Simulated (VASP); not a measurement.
# SbP (P1) in VASP: relaxation of cell and atoms with PBE

Aim: the relaxation of cell and atoms of SbP with PBE.

All numbers are computed with VASP 6.6.1; they aren't measurements. Logs are shortened: lines on timing, memory, paths and dates and some standing lists are left out, and cuts for length are marked.

### Step 1. The cell of the first run

The typed cell holds 4 atoms: a = 3.455 Å, b = 3.628 Å, c = 5.044 Å, α = 93.72°, β = 90.05°, γ = 90.83°.

The cell was generated, and may not be a known phase.

### Step 2. Relaxation of cell and atoms, PBE

Input file INCAR:

```
  ALGO = Normal
  EDIFF = 1E-7
  EDIFFG = -0.04
  ENCUT = 500
  GGA = PE
  GGA_COMPAT = False
  IBRION = 2
  ISIF = 3
  ISMEAR = 0
  LASPH = True
  LCHARG = False
  LREAL = False
  LWAVE = False
  NELM = 120
  NELMIN = 4
  NSW = 90
  PREC = Accurate
  SIGMA = 0.1
```

Input file KPOINTS:

```
k-points
0
Gamma
  6 6 4
```

Input file POSCAR:

```
SbP
1.0
    3.4545324900      0.0000000000      0.0000000000
   -0.0526834800      3.6271624300      0.0000000000
   -0.0039731100     -0.3274766800      5.0331357700
Sb P
2 2
Direct
    0.5005679700      0.5000479800      0.4992449900
    0.0001590000      0.9999979700      0.4991550100
    0.4878830000      0.4887810100      0.0007420000
    0.0112280000      0.0117830000      0.0011440000
```

Potentials or basis: VASP PAW PBE potentials, release 64 (Sb_d_GW, P).

Command:

```sh
> cat potpaw_PBE.64/Sb_d_GW/POTCAR potpaw_PBE.64/P/POTCAR > POTCAR
> mpirun -np 1 vasp_std > vasp.out
```

OUTCAR:

```text
EDIFF = 1E-7
   EDIFFG = -0.04
   ENCUT = 500
   GGA = PE
   IBRION = 2
   ISIF = 3
   ISMEAR = 0
   LASPH = True
   LREAL = False
   NELM = 120
   NELMIN = 4
   NSW = 90
   PREC = Accurate

 ion  position               nearest neighbor table
   1  0.501  0.500  0.499-   2 2.49   2 2.49   3 2.51   2 2.52   2 2.52   3 2.53
   2  0.000  1.000  0.499-   1 2.49   1 2.49   4 2.52   1 2.52   1 2.52   4 2.53
   3  0.488  0.489  0.001-   4 2.37   1 2.51   4 2.52   4 2.53   1 2.53   4 2.60
   4  0.011  0.012  0.001-   3 2.37   2 2.52   3 2.52   2 2.53   3 2.53   3 2.60

  LATTYP: Found a triclinic cell.
 ALAT       =     3.6275450159
 B/A-ratio  =     1.3708484584
 C/A-ratio  =     1.9207753592
 COS(alpha) =     0.0006915361
 COS(beta)  =     0.4808375513
 COS(gamma) =     0.7193862214

  Lattice vectors:

 A1 = (   0.0526834800,  -3.6271624300,   0.0000000000)
 A2 = (  -3.4018490100,  -3.6271624300,   0.0000000000)
 A3 = (   3.5111890800,  -3.2996857500,  -5.0331357700)

Analysis of symmetry for initial positions (statically):
=====================================================================
 Subroutine PRICEL returns:
 Original cell was already a primitive cell.

 Routine SETGRP: Setting up the symmetry group for a
 triclinic supercell.

 Subroutine GETGRP returns: Found  1 space group operations
 (whereof  1 operations were pure point group operations)
 out of a pool of  2 trial point group operations.

The static configuration has the point symmetry C_1 .

Analysis of symmetry for dynamics (positions and initial velocities):
=====================================================================
 Subroutine PRICEL returns:
 Original cell was already a primitive cell.

 Routine SETGRP: Setting up the symmetry group for a
 triclinic supercell.

 Subroutine GETGRP returns: Found  1 space group operations
 (whereof  1 operations were pure point group operations)
 out of a pool of  2 trial point group operations.

The dynamic configuration has the point symmetry C_1 .

 Subroutine INISYM returns: Found  1 space group operations
 (whereof  1 operations are pure point group operations),
 and found     1 'primitive' translations

----------------------------------------------------------------------------------------

                                     Primitive cell

  volume of cell :      63.0659

  direct lattice vectors                    reciprocal lattice vectors
     3.454532490  0.000000000  0.000000000     0.289474771  0.004204537  0.000502073
    -0.052683480  3.627162430  0.000000000     0.000000000  0.275697606  0.017938029
    -0.003973110 -0.327476680  5.033135770     0.000000000  0.000000000  0.198683295

  length of vectors
     3.454532490  3.627545016  5.043779579     0.289505739  0.276280551  0.198683295

  position of ions in fractional coordinates (direct lattice)
     0.500567970  0.500047980  0.499244990
     0.000159000  0.999997970  0.499155010
     0.487883000  0.488781010  0.000742000
     0.011228000  0.011783000  0.001144000

  ion indices of the primitive-cell ions
   primitive index   ion index
                 1           1
                 2           2
                 3           3
                 4           4

----------------------------------------------------------------------------------------

 KPOINTS: k-points

Automatic generation of k-mesh.
 Grid dimensions read from file:
 generate k-points for:    6    6    4

 Generating k-lattice:

  Cartesian coordinates                     Fractional coordinates (reciprocal lattice)
     0.048245795  0.000700756  0.000083679     0.166666667  0.000000000 -0.000000000
     0.000000000  0.045949601  0.002989672     0.000000000  0.166666667  0.000000000
     0.000000000  0.000000000  0.049670824     0.000000000  0.000000000  0.250000000

  Length of vectors
     0.048250957  0.046046759  0.049670824

  Shift w.r.t. Gamma in fractional coordinates (k-lattice)
     0.000000000  0.000000000  0.000000000

 Subroutine IBZKPT returns following result:
 ===========================================

 Found     76 irreducible k-points:

 Following reciprocal coordinates:
            Coordinates               Weight
  0.000000  0.000000  0.000000      1.000000
  0.166667  0.000000  0.000000      2.000000
  0.333333  0.000000  0.000000      2.000000
  0.500000  0.000000  0.000000      1.000000
  0.000000  0.166667  0.000000      2.000000
  0.166667  0.166667  0.000000      2.000000
[... 16 lines left out ...]
  0.333333  0.000000  0.250000      2.000000
  0.500000  0.000000  0.250000      2.000000
 [... further k-points ...]
   k-points           NKPTS =     76   k-points in BZ     NKDIM =     76   number of bands    NBANDS=     24
   number of dos      NEDOS =    301   number of ions     NIONS =      4
   total plane-waves  NPLWV =  31360
   dimension x,y,z NGX =    28 NGY =   28 NGZ =   40
   dimension x,y,z NGXF=    56 NGYF=   56 NGZF=   80
   ions per type =               2   2
   NGX,Y,Z   is equivalent  to a cutoff of  13.47, 12.83, 13.18 a.u.
   NGXF,Y,Z  is equivalent  to a cutoff of  26.95, 25.66, 26.37 a.u.
 SYSTEM =  unknown system
   PREC   = accura    normal or accurate (medium, high low for compatibility)
   ISTART =      0    job   : 0-new  1-cont  2-samecut
   ICHARG =      2    charge: 1-file 2-atom 10-const
   ISPIN  =      1    spin polarized calculation?
   LNONCOLLINEAR =      F non collinear calculations
   LSORBIT =      F    spin-orbit coupling
   LASPH  =      T    aspherical Exc in radial PAW
   ENCUT  =  500.0 eV  36.75 Ry    6.06 a.u.   6.30  6.61  9.20*2*pi/ulx,y,z
   NELM   =    120;   NELMIN=  4; NELMDL= -5     # of ELM steps
   EDIFF  = 0.1E-06   stopping-criterion for ELM
   LREAL  =      F    real-space projection
   EDIFFG = -.4E-01   stopping-criterion for IOM
   NSW    =     90    number of steps for IOM
   IBRION =      2    ionic relax: 0-MD 1-quasi-New 2-CG
   NFREE  =      1    steps in history (QN), initial steepest desc. (CG)
   ISIF   =      3    stress and relaxation
   ISYM   =      2    0-nonsym 1-usesym 2-fastsym
   POTIM  = 0.5000    time-step for ionic-motion
   TEBEG  =    0.0;   TEEND  =   0.0 temperature during run
   PSTRESS=    0.0 pullay stress
   NELECT =      40.0000    total number of electrons
   NUPDOWN=      -1.0000    fix difference up-down
   EMIN   =  10.00;   EMAX   =-10.00  energy-range for DOS
   EFERMI =   0.00;   METHOD = LEGACY
   ISMEAR =     0;   SIGMA  =   0.10  broadening in eV -4-tet -1-fermi 0-gaus
   EFERMI_NEDOS =   21; number of points for ismear=-14 and -15
   IALGO  =     38    algorithm
   IMIX   =      4    mixing-type and parameters
     AMIX     =   0.40;   BMIX     =  1.00
     AMIX_MAG =   1.60;   BMIX_MAG =  1.00
  volume/ion in A,a.u.               =      15.77       106.40
  Fermi-wavevector in a.u.,A,eV,Ry     =   1.406576  2.658043 26.918526  1.978456
  Thomas-Fermi vector in A             =   2.528922
   LORBIT       =      0    0 simple, 1 ext, 2 COOP (PROOUT), +10 PAW based schemes
   GGA     = PE    functional components
   LHFCALC =     F    Hartree Fock is set to
   AEXX    =    0.0000 exact exchange contribution
   IVDW    =     0    specifies the selected vdW correction
   LEPSILON=     F    determine dielectric tensor
   LRPA    =     F    only Hartree local field effects (RPA)
 conjugate gradient relaxation of ions
 non-spin polarized calculation
 Gauss-broadening in eV      SIGMA  =   0.10
  energy-cutoff  :      500.00
  volume of cell :       63.07
 maximum number of plane-waves:      1620
 NGX is ok and might be reduce to    28
   NGX = 13   NGY = 13   NGZ = 19

--------------------------------------- Ionic step        1  -------------------------------------------

 number of electron      39.9999994 magnetization

 Free energy of the ion-electron system (eV)
  ---------------------------------------------------
  ext. energy  EPLUGINS =         0.00000000
  ---------------------------------------------------
  free energy    TOTEN  =       -12.80975498 eV

  energy without entropy =      -12.80389670  energy(sigma->0) =      -12.80682584

 E-fermi :  11.5563     XC(G=0): -12.1414

 val. band max:       11.5360608174   @ k =   0.5000   0.3333   0.5000
 cond. band min:      11.5849302551   @ k =   0.3333   0.0000   0.5000
 fundamental gap:      0.0488694377
 Fermi energy:        11.5563310401

 k-point     1 :       0.0000    0.0000    0.0000
  band No.  band energies     occupation
      1     -19.7282      2.00000
      2     -19.2935      2.00000
      3     -19.1461      2.00000
      4     -18.9474      2.00000
      5     -18.8905      2.00000
      6     -18.5645      2.00000
[... 2061 lines left out ...]
     23       6.8971      0.00000
     24       7.3617      0.00000

 [... further k-points ...]

[... ionic steps 4 to 61 ...]

--------------------------------------- Ionic step       62  -------------------------------------------

 number of electron      39.9999981 magnetization

------------------------ aborting loop because EDIFF is reached ----------------------------------------

  FORCE on cell =-STRESS in cart. coord.  units (eV):
  Direction    XX          YY          ZZ          XY          YZ          ZX
  --------------------------------------------------------------------------------------
  -------------------------------------------------------------------------------------
  Total       -0.0369725     -0.0244991      0.0027009      0.0218074      0.0015092      0.0012063
  in kB       -0.5735817     -0.3800726      0.0419018      0.3383141      0.0234131      0.0187138
  external PRESSURE =      -0.3039175 kB  Pullay stress =       0.0000000 kB
[... 61 lines left out ...]
  energy  without entropy=      -18.2593131339  energy(sigma->0) =      -18.26135418

--------------------------------------- Ionic step       64  -------------------------------------------

 number of electron      39.9999983 magnetization

 Free energy of the ion-electron system (eV)
  ---------------------------------------------------
  ext. energy  EPLUGINS =         0.00000000
  ---------------------------------------------------
  free energy    TOTEN  =       -18.26377458 eV

  energy without entropy =      -18.25953710  energy(sigma->0) =      -18.26165584

 E-fermi :   5.1965     XC(G=0):  -9.6390

 val. band max:        5.1310233584   @ k =   0.1667   0.0000   0.5000
 cond. band min:       5.2281029181   @ k =  -0.3333  -0.1667   0.2500
 fundamental gap:      0.0970795596
 Fermi energy:         5.1965217729

 k-point     1 :       0.0000    0.0000    0.0000
  band No.  band energies     occupation
      1     -24.1230      2.00000
      2     -24.0710      2.00000
      3     -24.0407      2.00000
      4     -24.0377      2.00000
      5     -24.0049      2.00000
      6     -23.9758      2.00000
[... 670 lines left out ...]
  FREE ENERGIE OF THE ION-ELECTRON SYSTEM (eV)
  ---------------------------------------------------
  free  energy   TOTEN  =       -18.2637745842 eV

  energy  without entropy=      -18.2595370955  energy(sigma->0) =      -18.26165584

 reached required accuracy - stopping structural energy minimisation
```

It took 44 min on 1 thread of Intel Xeon 6975P-C (Granite Rapids), shared host; peak memory 0.27 GiB.

Results:

```
Free energy                           : -18.2638 eV
Relaxed volume                        : 25.74 Å³/atom
Relaxed cell                          : a = 3.862 Å, b = 4.845 Å, c = 5.586 Å, α = 80.10°, β = 89.78°, γ = 89.89°
Space group after relaxing (to 0.1 Å) : P2_1/m (No. 11)
Energy gained by relaxing             : 1363.5 meV/atom
Ionic steps                           : 64
Pressure after relaxing               : 0.0 GPa
Largest force after relaxing          : 0.020 eV/Å
Band gap on the k mesh                : zero (bands 20 and 21 overlap by 0.93 eV)
```

Forces on the atoms (eV/Å):
```
Sb  -0.013 -0.011  0.003
Sb   0.013  0.010 -0.003
P    0.010 -0.005 -0.016
P   -0.010  0.005  0.017
```

Step by step:
```csv
step,energy change (eV),largest force (eV/Å),pressure (GPa),volume (Å³)
1,0.0000,0.3349,65.68,63.07
3,-4.4422,0.8021,-1.05,94.73
5,-4.4471,0.7931,0.08,93.20
7,-4.8226,1.4135,0.61,94.17
9,-5.1217,0.6336,2.79,95.12
11,-5.1948,1.1270,1.90,100.99
13,-5.2116,0.5623,1.87,99.38
15,-5.2768,0.5288,-1.14,103.63
17,-5.2980,0.3123,-0.62,103.26
19,-5.3151,0.1734,0.11,103.15
21,-5.3243,0.1336,-0.54,103.65
23,-5.3322,0.0790,-0.11,103.05
25,-5.3331,0.1550,0.09,102.79
27,-5.3375,0.1102,0.00,102.50
29,-5.3378,0.1301,0.00,102.41
31,-5.3480,0.1836,0.15,102.11
33,-5.3519,0.2331,0.34,101.84
35,-5.3615,0.0932,0.54,102.50
37,-5.3625,0.1191,0.67,102.76
39,-5.3691,0.0941,-0.33,104.94
41,-5.3771,0.1974,-0.10,105.47
43,-5.3862,0.1621,-0.37,105.23
45,-5.3926,0.0878,0.02,104.46
47,-5.3936,0.1256,0.27,104.06
49,-5.4040,0.1295,-0.04,104.50
51,-5.4133,0.2820,-0.52,105.10
53,-5.4228,0.2815,-0.65,104.93
55,-5.4392,0.1544,0.24,103.42
57,-5.4433,0.1516,0.23,103.36
59,-5.4512,0.0652,-0.14,103.71
61,-5.4527,0.0543,-0.14,103.58
63,-5.4536,0.0519,0.10,102.92
64,-5.4540,0.0201,-0.02,102.96
```

Final structure:
```
Sb P
1.0
     3.86169    0.04226    0.01713
    -0.04608    4.81514    0.53189
    -0.00665    0.35088    5.57516
Sb P
2 2
Direct
  0.50066 0.52406 0.51045
  0.99925 0.97631 0.48971
  0.49855 0.38655 0.98787
  0.00138 0.11369 0.01226
```

Caveat: the volume moved by over 15 % at a fixed basis, so the end points are rough; spin-orbit coupling is left out, which moves the levels of the heavy elements.

The gap in the log of VASP goes by the Fermi energy; the results here count the filled bands.